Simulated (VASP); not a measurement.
Input of a VASP 6.6.1 run:

Contents of INCAR:

```
PREC = Accurate
ENCUT = 600
EDIFF = 1E-6
ISMEAR = 0
SIGMA = 0.1
LREAL = F
LASPH = T
NELM = 80
ALGO = Fast
ISIF = 3
LWAVE = F
LCHARG = F
GGA = PE
IBRION = 2
NSW = 100
EDIFFG = -0.01
```

Contents of KPOINTS:

```
Automatic mesh
0
Gamma
  10 10 10
```

POSCAR

```
Ba2Y
1.0
    0.0000000000      4.4738021235      4.4738021235
    4.4738021235      0.0000000000      4.4738021235
    4.4738021235      4.4738021235      0.0000000000
Ba Y
2 1
Direct
    0.2500000000      0.2500000000      0.2500000000
    0.7500000000      0.7500000000      0.7500000000
    0.0000000000      0.0000000000      0.0000000000
```

Potentials or basis: VASP PAW PBE potentials, release 64 (Ba_sv, Y_sv).

The run is started by

```sh
$ cat potpaw_PBE.64/Ba_sv/POTCAR potpaw_PBE.64/Y_sv/POTCAR > POTCAR
$ mpirun -np 1 vasp_std > vasp.out
```

Problem. What does it give for the space group after relaxing (to 0.1 Å)?

Solution. Fm-3m (No. 225).

Problem. Estimate the band gap on the k mesh.

Solution. Zero (an odd number of electrons rules out a gap without spin polarisation).

The path:
```tsv
step	energy change (eV)	largest force (eV/Å)	pressure (GPa)	volume (Å³)
1	0.0000	0.0000	0.32	179.09
2	-0.0039	0.0000	0.12	182.17
3	-0.0047	0.0000	0.00	184.12
```

Caveat: spin-orbit coupling is left out, which moves the levels of the heavy elements.
